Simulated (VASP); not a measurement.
Runs of VASP 6.6.1 on HfC. The structure is that of space group Fm-3m (No. 225), or close to it. The cells are those of the table. 

```csv
task,level,potentials or basis,spin,U,cell,k mesh,cutoff (eV),smearing,gap on the mesh (eV),pressure (GPa),moment (μB)
relaxation of cell and atoms,BLYP,"VASP PAW PBE potentials, release 64 (Hf_pv, C)",off,-,"relaxed from a = 3.288 Å, angles 60.0°, 2 atoms",10 × 10 × 10,600,fermi-dirac 0.05 eV,none,-0.1,-
single point,PBE,"VASP PAW PBE potentials, release 64 (Hf_pv, C)",off,-,"a = 3.288 Å, angles 60.0°, 2 atoms",10 × 10 × 10,520,gaussian 0.014 eV,none,-0.5,-
single point,PBE,"VASP PAW PBE potentials, release 64 (Hf_pv, C)",off,-,"a = 3.288 Å, angles 60.0°, 2 atoms",10 × 10 × 10,520,gaussian 0.018 eV,none,-0.5,-
single point,PBE,"VASP PAW PBE potentials, release 64 (Hf_pv, C)",off,-,"a = 3.288 Å, angles 60.0°, 2 atoms",6 × 6 × 6,520,fermi-dirac 0.05 eV,none,-0.4,-
single point,PBE,"VASP PAW PBE potentials, release 64 (Hf_pv, C)",off,-,"a = 3.288 Å, angles 60.0°, 2 atoms",10 × 10 × 10,520,gaussian 0.027 eV,none,-0.4,-
single point,PBE,"VASP PAW PBE potentials, release 64 (Hf_pv, C)",off,-,"a = 3.353 Å, angles 60.0°, 2 atoms",10 × 10 × 10,520,fermi-dirac 0.05 eV,none,(b),-
single point,RPBE,"VASP PAW PBE potentials, release 64 (Hf_pv, C)",off,-,"a = 3.309 Å, angles 60.0°, 2 atoms",10 × 10 × 10,520,fermi-dirac 0.05 eV,none,-0.8,-
single point,PBEsol,"VASP PAW PBE potentials, release 64 (Hf_pv, C)","non-collinear, zero start, SOC",-,"a = 3.288 Å, angles 60.0°, 2 atoms",10 × 10 × 10,520,fermi-dirac 0.05 eV,-,-7.1,0.00
single point,PBE+D4,"VASP PAW PBE potentials, release 64 (Hf_pv, C)",off,-,"a = 3.273 Å, angles 60.0°, 2 atoms",10 × 10 × 10,520,fermi-dirac 0.05 eV,none,-0.7,-
single point,LDA,"VASP PAW LDA potentials, release 64 (Hf_pv, C)","non-collinear, zero start, SOC",-,"a = 3.288 Å, angles 60.0°, 2 atoms",7 × 7 × 7,520,fermi-dirac 0.05 eV,-,(a),0.00
single point,revPBE,"VASP PAW PBE potentials, release 64 (Hf_pv, C)",off,-,"a = 3.304 Å, angles 60.0°, 2 atoms",10 × 10 × 10,520,fermi-dirac 0.05 eV,none,-0.8,-
single point,PBE+U,"VASP PAW PBE potentials, release 64 (Hf_pv, C)",off,Hf d U = 3.5 eV,"a = 3.288 Å, angles 60.0°, 2 atoms",7 × 7 × 7,520,methfessel-paxton 0.1 eV,none,12.4,-
```

Question: Fill in the values left out.

Answer: (a) -11.7; (b) -12.7.

Caveats: some runs use coarse meshes; spin-orbit coupling is left out, which moves the levels of the heavy elements (some runs); the PAW data sets were made with another functional, which shifts forces and pressure a little (some runs); pairwise dispersion overbinds metals, which lowers pressure and volume (some runs); U without spin polarisation on a metal has little footing (some runs); the U is typed as a test and isn't derived for this compound (some runs).

A k mesh can miss the band edges, and rows without SOC leave out spin-orbit coupling on Hf.

A gap of «none» marks levels without a gap at the run's occupations.
